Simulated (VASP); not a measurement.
# CuI (hm.bB) (F-43m) in VASP: single point with PBE

Aim: the single point of CuI (hm.bB) with PBE.

Program: VASP 6.6.1. These are calculated values, not measurements. Logs are shortened: lines on timing, memory, paths and dates and some standing lists are left out, and cuts for length are marked.

### Step 1. The cell of the first run

The structure is cubic, space group F-43m (No. 216). Conventional cell: a = 6.078 Å, b = 6.078 Å, c = 6.078 Å, α = 90.00°, β = 90.00°, γ = 90.00°. Within 3.5 Å of Cu (site symmetry -43m) lie 4 I at 2.63 Å. Within 3.5 Å of I (site symmetry -43m) lie 4 Cu at 2.63 Å.

### Step 2. Single point, PBE

File INCAR:

```
  PREC = Accurate
  ENCUT = 600
  EDIFF = 1E-6
  ISMEAR = 0
  SIGMA = 0.02
  LREAL = F
  LASPH = T
  NELM = 120
  ALGO = Normal
  ISIF = 2
  LWAVE = F
  LCHARG = F
  GGA = PE
  NBANDS = 16
  GGA_COMPAT = F
```

File KPOINTS:

```
regular mesh
0
Gamma
  8 8 8
```

File POSCAR:

```
CuI
1.0
    0.0000000000      3.0387597115      3.0387597115
    3.0387597115      0.0000000000      3.0387597115
    3.0387597115      3.0387597115      0.0000000000
Cu I
1 1
Direct
    0.0000000000      0.0000000000      0.0000000000
    0.2500000000      0.2500000000      0.2500000000
```

Potentials or basis: VASP PAW PBE potentials, release 64 (Cu, I).

The run is started by

```sh
> cat potpaw_PBE.64/Cu/POTCAR potpaw_PBE.64/I/POTCAR > POTCAR
> mpirun -np 1 vasp_std > vasp.out
```

OUTCAR:

```text
PREC = Accurate
   ENCUT = 600
   EDIFF = 1E-6
   ISMEAR = 0
   LREAL = F
   LASPH = T
   NELM = 120
   ISIF = 2
   GGA = PE

 ion  position               nearest neighbor table
   1  0.000  0.000  0.000-   2 2.63   2 2.63   2 2.63   2 2.63
   2  0.250  0.250  0.250-   1 2.63   1 2.63   1 2.63   1 2.63

  LATTYP: Found a face centered cubic cell.
 ALAT       =     6.0775194230

  Lattice vectors:

 A1 = (   0.0000000000,   3.0387597115,   3.0387597115)
 A2 = (   3.0387597115,   0.0000000000,   3.0387597115)
 A3 = (   3.0387597115,   3.0387597115,   0.0000000000)

Analysis of symmetry for initial positions (statically):
=====================================================================
 Subroutine PRICEL returns:
 Original cell was already a primitive cell.

 Routine SETGRP: Setting up the symmetry group for a
 face centered cubic supercell.

 Subroutine GETGRP returns: Found 24 space group operations
 (whereof 24 operations were pure point group operations)
 out of a pool of 48 trial point group operations.

The static configuration has the point symmetry T_d .

Analysis of symmetry for dynamics (positions and initial velocities):
=====================================================================
 Subroutine PRICEL returns:
 Original cell was already a primitive cell.

 Routine SETGRP: Setting up the symmetry group for a
 face centered cubic supercell.

 Subroutine GETGRP returns: Found 24 space group operations
 (whereof 24 operations were pure point group operations)
 out of a pool of 48 trial point group operations.

The dynamic configuration has the point symmetry T_d .

 Subroutine INISYM returns: Found 24 space group operations
 (whereof 24 operations are pure point group operations),
 and found     1 'primitive' translations

----------------------------------------------------------------------------------------

                                     Primitive cell

  volume of cell :      56.1202

  direct lattice vectors                    reciprocal lattice vectors
     0.000000000  3.038759712  3.038759712    -0.164540815  0.164540815  0.164540815
     3.038759712  0.000000000  3.038759712     0.164540815 -0.164540815  0.164540815
     3.038759712  3.038759712  0.000000000     0.164540815  0.164540815 -0.164540815

  length of vectors
     4.297455197  4.297455197  4.297455197     0.284993052  0.284993052  0.284993052

  position of ions in fractional coordinates (direct lattice)
     0.000000000  0.000000000  0.000000000
     0.250000000  0.250000000  0.250000000

  ion indices of the primitive-cell ions
   primitive index   ion index
                 1           1
                 2           2

----------------------------------------------------------------------------------------

 KPOINTS: regular mesh

Automatic generation of k-mesh.
 Grid dimensions read from file:
 generate k-points for:    8    8    8

 Generating k-lattice:

  Cartesian coordinates                     Fractional coordinates (reciprocal lattice)
    -0.020567602  0.020567602  0.020567602     0.125000000  0.000000000  0.000000000
     0.020567602 -0.020567602  0.020567602     0.000000000  0.125000000  0.000000000
     0.020567602  0.020567602 -0.020567602     0.000000000  0.000000000  0.125000000

  Length of vectors
     0.035624131  0.035624131  0.035624131

  Shift w.r.t. Gamma in fractional coordinates (k-lattice)
     0.000000000  0.000000000  0.000000000

 Subroutine IBZKPT returns following result:
 ===========================================

 Found     29 irreducible k-points:

 Following reciprocal coordinates:
            Coordinates               Weight
  0.000000  0.000000  0.000000      1.000000
  0.125000  0.000000  0.000000      8.000000
  0.250000  0.000000  0.000000      8.000000
  0.375000  0.000000  0.000000      8.000000
  0.500000  0.000000  0.000000      4.000000
  0.125000  0.125000  0.000000      6.000000
[... 16 lines left out ...]
  0.500000  0.250000  0.125000     48.000000
 -0.375000  0.250000  0.125000     24.000000
 [... further k-points ...]
   k-points           NKPTS =     29   k-points in BZ     NKDIM =     29   number of bands    NBANDS=     16
   number of dos      NEDOS =    301   number of ions     NIONS =      2
   total plane-waves  NPLWV =  46656
   dimension x,y,z NGX =    36 NGY =   36 NGZ =   36
   dimension x,y,z NGXF=    72 NGYF=   72 NGZF=   72
   ions per type =               1   1
   NGX,Y,Z   is equivalent  to a cutoff of  13.93, 13.93, 13.93 a.u.
   NGXF,Y,Z  is equivalent  to a cutoff of  27.85, 27.85, 27.85 a.u.
 SYSTEM =  unknown system
   PREC   = accura    normal or accurate (medium, high low for compatibility)
   ISTART =      0    job   : 0-new  1-cont  2-samecut
   ICHARG =      2    charge: 1-file 2-atom 10-const
   ISPIN  =      1    spin polarized calculation?
   LNONCOLLINEAR =      F non collinear calculations
   LSORBIT =      F    spin-orbit coupling
   LASPH  =      T    aspherical Exc in radial PAW
   ENCUT  =  600.0 eV  44.10 Ry    6.64 a.u.   8.58  8.58  8.58*2*pi/ulx,y,z
   NELM   =    120;   NELMIN=  2; NELMDL= -5     # of ELM steps
   EDIFF  = 0.1E-05   stopping-criterion for ELM
   LREAL  =      F    real-space projection
   EDIFFG = 0.1E-04   stopping-criterion for IOM
   NSW    =      0    number of steps for IOM
   IBRION =     -1    ionic relax: 0-MD 1-quasi-New 2-CG
   NFREE  =      0    steps in history (QN), initial steepest desc. (CG)
   ISIF   =      2    stress and relaxation
   ISYM   =      2    0-nonsym 1-usesym 2-fastsym
   POTIM  = 0.5000    time-step for ionic-motion
   TEBEG  =    0.0;   TEEND  =   0.0 temperature during run
   PSTRESS=    0.0 pullay stress
   NELECT =      18.0000    total number of electrons
   NUPDOWN=      -1.0000    fix difference up-down
   EMIN   =  10.00;   EMAX   =-10.00  energy-range for DOS
   EFERMI =   0.00;   METHOD = LEGACY
   ISMEAR =     0;   SIGMA  =   0.02  broadening in eV -4-tet -1-fermi 0-gaus
   EFERMI_NEDOS =   21; number of points for ismear=-14 and -15
   IALGO  =     38    algorithm
   IMIX   =      4    mixing-type and parameters
     AMIX     =   0.40;   BMIX     =  1.00
     AMIX_MAG =   1.60;   BMIX_MAG =  1.00
  volume/ion in A,a.u.               =      28.06       189.36
  Fermi-wavevector in a.u.,A,eV,Ry     =   1.120622  2.117669 17.086123  1.255795
  Thomas-Fermi vector in A             =   2.257270
   LORBIT       =      0    0 simple, 1 ext, 2 COOP (PROOUT), +10 PAW based schemes
   GGA     = PE    functional components
   LHFCALC =     F    Hartree Fock is set to
   AEXX    =    0.0000 exact exchange contribution
   IVDW    =     0    specifies the selected vdW correction
   LEPSILON=     F    determine dielectric tensor
   LRPA    =     F    only Hartree local field effects (RPA)
 non-spin polarized calculation
 Gauss-broadening in eV      SIGMA  =   0.02
  energy-cutoff  :      600.00
  volume of cell :       56.12
 maximum number of plane-waves:      1895
 NGX is ok and might be reduce to    36
   NGX = 17   NGY = 17   NGZ = 17

 number of electron      18.0000008 magnetization

 Free energy of the ion-electron system (eV)
  ---------------------------------------------------
  ext. energy  EPLUGINS =         0.00000000
  ---------------------------------------------------
  free energy    TOTEN  =        -5.56255112 eV

  energy without entropy =       -5.56255112  energy(sigma->0) =       -5.56255112

 E-fermi :   4.4663     XC(G=0):  -8.9038

 val. band max:        4.3532952209   @ k =   0.0000   0.0000   0.0000
 cond. band min:       5.4777451240   @ k =   0.0000   0.0000   0.0000
 fundamental gap:      1.1244499030
 Fermi energy:         4.4662824112

 k-point     1 :       0.0000    0.0000    0.0000
  band No.  band energies     occupation
      1      -9.6199      2.00000
      2       0.7467      2.00000
      3       0.7467      2.00000
      4       0.7467      2.00000
      5       2.5320      2.00000
      6       2.5320      2.00000
[... 8 lines left out ...]
     15      13.9174      0.00000
     16      13.9174      0.00000

 k-point     2 :       0.1250    0.0000    0.0000
  band No.  band energies     occupation
      1      -9.5488      2.00000
      2       0.4513      2.00000
      3       0.7520      2.00000
      4       0.7520      2.00000
      5       2.5261      2.00000
      6       2.5261      2.00000
[... 8 lines left out ...]
     15      13.2687      0.00000
     16      13.2765      0.00000

 k-point     3 :       0.2500    0.0000    0.0000
  band No.  band energies     occupation
      1      -9.3667      2.00000
      2      -0.2458      2.00000
      3       0.7620      2.00000
      4       0.7620      2.00000
      5       2.5232      2.00000
      6       2.5232      2.00000
[... 8 lines left out ...]
     15      13.0683      0.00000
     16      13.2743      0.00000

 k-point     4 :       0.3750    0.0000    0.0000
  band No.  band energies     occupation
      1      -9.1674      2.00000
      2      -0.9144      2.00000
      3       0.7671      2.00000
      4       0.7671      2.00000
      5       2.5425      2.00000
      6       2.5425      2.00000
[... 8 lines left out ...]
     15      13.9756      0.00000
     16      13.9756      0.00000
[... 324 lines left out ...]
 k-point    22 :       0.3750    0.2500    0.1250
  band No.  band energies     occupation
      1      -9.2256      2.00000
      2      -0.4461      2.00000
      3       0.5296      2.00000
      4       0.7458      2.00000
      5       2.4641      2.00000
      6       2.5687      2.00000
[... 8 lines left out ...]
     15      14.6058      0.00000
     16      15.6520      0.00000

 k-point    23 :       0.5000    0.2500    0.1250
  band No.  band energies     occupation
      1      -9.0603      2.00000
      2      -0.7839      2.00000
      3       0.3068      2.00000
      4       0.7309      2.00000
      5       2.4866      2.00000
      6       2.5472      2.00000
[... 8 lines left out ...]
     15      14.9765      0.00000
     16      15.8104      0.00000

 k-point    24 :      -0.3750    0.2500    0.1250
  band No.  band energies     occupation
      1      -8.9878      2.00000
      2      -0.9273      2.00000
      3       0.2101      2.00000
      4       0.7176      2.00000
      5       2.4693      2.00000
      6       2.5433      2.00000
[... 8 lines left out ...]
     15      15.0850      0.00000
     16      15.6341      0.00000

 [... further k-points ...]
[... 5 lines left out ...]
  --------------------------------------------------------------------------------------
  -------------------------------------------------------------------------------------
  Total        0.0046503      0.0046503      0.0046503      0.0000000      0.0000000      0.0000000
  in kB        0.1327610      0.1327610      0.1327610      0.0000000      0.0000000      0.0000000
  external PRESSURE =       0.1327610 kB  Pullay stress =       0.0000000 kB

 VOLUME and BASIS-vectors are now :
 -----------------------------------------------------------------------------
  energy-cutoff  :      600.00
  volume of cell :       56.12
      direct lattice vectors                 reciprocal lattice vectors
     0.000000000  3.038759712  3.038759712    -0.164540815  0.164540815  0.164540815
     3.038759712  0.000000000  3.038759712     0.164540815 -0.164540815  0.164540815
     3.038759712  3.038759712  0.000000000     0.164540815  0.164540815 -0.164540815

 POSITION                                       TOTAL-FORCE (eV/Angst)
 -----------------------------------------------------------------------------------
      0.00000      0.00000      0.00000         0.000000      0.000000      0.000000
      1.51938      1.51938      1.51938        -0.000000     -0.000000     -0.000000
 -----------------------------------------------------------------------------------
    total drift:                               -0.000000     -0.000000     -0.000000

  FREE ENERGIE OF THE ION-ELECTRON SYSTEM (eV)
  ---------------------------------------------------
  free  energy   TOTEN  =        -5.5625511238 eV

  energy  without entropy=       -5.5625511238  energy(sigma->0) =       -5.56255112
```

Wall time 61 s (1 thread of Intel Xeon 8259CL, shared host); peak memory 0.22 GiB.

Results:

* Free energy: -5.5626 eV
* Pressure: 0.0 GPa
* Band gap on the k mesh: 1.12 eV, direct

Levels at points of the mesh, in eV from the valence-band top:
| k point | band 6 | band 7 | band 8 | band 9 | band 10 | band 11 | band 12 | band 13 |
| --- | --- | --- | --- | --- | --- | --- | --- | --- |
| (0.00, 0.00, 0.00) | -1.82 | 0.00 | 0.00 | 0.00 | 1.12 | 4.88 | 4.88 | 4.88 |
| (0.50, 0.00, 0.00) | -1.79 | -1.75 | -0.70 | -0.70 | 2.15 | 5.41 | 5.41 | 7.39 |
| (0.50, 0.50, 0.00) | -1.77 | -1.74 | -1.47 | -1.47 | 2.73 | 2.91 | 9.14 | 9.72 |

Caveat: spin-orbit coupling is left out, which moves the levels of the heavy elements. As with any semilocal functional, this PBE gap is likely too small.
